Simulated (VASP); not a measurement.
Write the native input for VASP 6.6.1 that does the following.

```yaml
Task: single point
Functional: PBEsol
Potentials_or_basis: VASP PAW PBE potentials, release 64 (As)
Cutoff: 520 eV
k_mesh: 10 × 10 × 10
Occupations: fermi-dirac, width 0.1 eV
Spin: no spin polarisation
Dipole_correction: no
Further_INCAR_settings: ALGO = Normal; EDIFF = 1e-07; NBANDS = 12
```

The structure of As lies in POSCAR:

```
As
1.0
    0.0000000000      3.0851680448      3.0851680448
    3.0851680448      0.0000000000      3.0851680448
    3.0851680448      3.0851680448      0.0000000000
As
2
Direct
    0.1250000000      0.1250000000      0.1250000000
    0.8750000000      0.8750000000      0.8750000000
```

This cell differs from its parent crystal: volume scaled by 1.08.

One way to write it, as run:

INCAR

```
SYSTEM = As
PREC = Accurate
ENCUT = 520
EDIFF = 1E-7
ISMEAR = -1
SIGMA = 0.1
LREAL = .FALSE.
LASPH = .TRUE.
NELM = 100
ALGO = Normal
ISIF = 2
LWAVE = .FALSE.
LCHARG = .FALSE.
GGA = PS
NBANDS = 12
```

KPOINTS

```
regular mesh
0
G
  10 10 10
  0 0 0
```

Potentials or basis: VASP PAW PBE potentials, release 64 (As).

Command:

```console
$ cat potpaw_PBE.64/As/POTCAR > POTCAR
$ mpirun -np 1 vasp_std > vasp.out
```

Results of the run:

```json
{"Pressure": "-3.4 GPa", "Band gap on the k mesh": "zero (band 5 reaches 3.28 eV, above the bottom of band 6 at 1.93 eV)"}
```

Caveat: the PAW data sets were made with another functional, which shifts forces and pressure a little.

It took 34 s on 1 thread of AMD EPYC 7571, on a shared host, peak memory 0.15 GiB.
